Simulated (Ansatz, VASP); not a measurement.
## Os: VASP beside Ansatz

```xyz
4
Lattice="2.7708 -1.6524 0.0000 2.7708 1.6524 0.0000 -1.5463 0.0000 7.1702" Properties=species:S:1:pos:R:3 pbc="T T T"
Os    4.1960   -0.6048    0.7149
Os    0.5725   -0.6048    2.8702
Os   -0.2007    0.6048    6.4554
Os    3.4228    0.6048    4.3000
```

Alike in both runs: task single point; functional PBE; k mesh 6 × 6 × 4; occupations gaussian, width 0.1 eV; no spin polarisation.

```csv
,VASP,Ansatz
version,VASP 6.6.1,Ansatz 0.2.0
potentials or method,"VASP PAW PBE potentials, release 64 (Os), cutoff 520 eV","scalar-relativistic, plane waves, PAW"
valence electrons in the cell,32,64
```

Ansatz gave:

```
gap on the k mesh at the Fermi level (eV) : none
rms of the force components (eV/Å)        : 79.679
```

Task: Estimate VASP's values.

Result: gap on the k mesh at the Fermi level (eV): none; rms of the force components (eV/Å): 40.506.

Atom by atom the forces differ by 39.184 eV/Å (rms over components). A gap of «none» marks a metal or a gap that the smearing closes. With one functional, cell and mesh, what is left measures potentials, basis and numerics. VASP's potentials hold 32 valence electrons a cell and Ansatz's 64, so a difference there can come from the potentials and not from the codes.

The k mesh is coarse, so the values compare programs but aren't converged. Neither program's run includes spin-orbit coupling.
